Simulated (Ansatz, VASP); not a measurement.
## Cd4InO: VASP beside Ansatz

```
Cd In O
1.0
     5.86028    0.00000    0.00000
    -2.93014    5.07515    0.00000
     0.00000    0.00000    4.70634
Cd In O
4 1 1
Direct
  0.66667 0.33333 0.00000
  0.00306 0.50153 0.50000
  0.49847 0.50153 0.50000
  0.49847 0.99694 0.50000
  0.33333 0.66667 0.00000
  0.00000 0.00000 0.00000
```

Change from the starting cell: species swapped into the HoCo4Ni type (P-6m2, No. 187).

Alike in both runs: task single point; functional PBE; k mesh 3 × 3 × 4; occupations gaussian, width 0.1 eV; no spin polarisation.

|  | VASP | Ansatz |
| --- | --- | --- |
| version | VASP 6.6.1 | Ansatz 0.2.0 |
| potentials or method | VASP PAW PBE potentials, release 64 (Cd, In_d, O), cutoff 520 eV | scalar-relativistic, plane waves, PAW |
| valence electrons in the cell | 67 | 99 |

|  | VASP | Ansatz | Ansatz less VASP |
| --- | --- | --- | --- |
| gap on the k mesh at the Fermi level (eV) | none | none | - |
| pressure (GPa) | 2.7 | 2.5 | -0.25 |
| traceless stress, the component that is largest in VASP (GPa) | 2.70 | 2.67 | -0.034 |
| rms of the force components (eV/Å) | 0.251 | 0.250 | -0.0011 |

Atom by atom the forces differ by 0.001 eV/Å (rms over components). A gap of «none» marks a metal or a gap that the smearing closes. VASP's potentials hold 67 valence electrons a cell and Ansatz's 99, so a difference there can come from the potentials and not from the codes.

The k mesh is coarse, so the values compare programs but aren't converged.
